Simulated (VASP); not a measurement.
A run of VASP 6.6.1:

File INCAR:

```
SYSTEM = In
ALGO = Fast
EDIFF = 1E-6
ENCUT = 520
GGA = PE
ISIF = 2
ISMEAR = -1
IVDW = 13
LASPH = .TRUE.
LCHARG = .FALSE.
LREAL = .FALSE.
LWAVE = .FALSE.
NBANDS = 20
NELM = 80
PREC = Accurate
SIGMA = 0.05
```

File KPOINTS:

```
k-points
0
G
  9 9 5
  0 0 0
```

File POSCAR:

```
In
1.0
    3.3297933570      0.0000000000      0.0000000000
   -1.6648966785      2.8836856365      0.0000000000
    0.0000000000      0.0000000000      5.4384807156
In
2
Direct
    0.6666666667      0.3333333333      0.7500000000
    0.3333333333      0.6666666667      0.2500000000
```

Potentials or basis: VASP PAW PBE potentials, release 64 (In_d).

Launch:

```console
$ cat potpaw_PBE.64/In_d/POTCAR > POTCAR
$ mpirun -np 1 vasp_std > vasp.out
```

Hardware: 1 thread of Intel(R) Xeon(R) 6975P-C (Granite Rapids) (shared host).

How long does it take, and how much memory?

Run time: 23 s on 1 thread of Intel(R) Xeon(R) 6975P-C (Granite Rapids) (shared host), peak memory 0.18 GiB. Counts: scf iterations 13, k points 36.
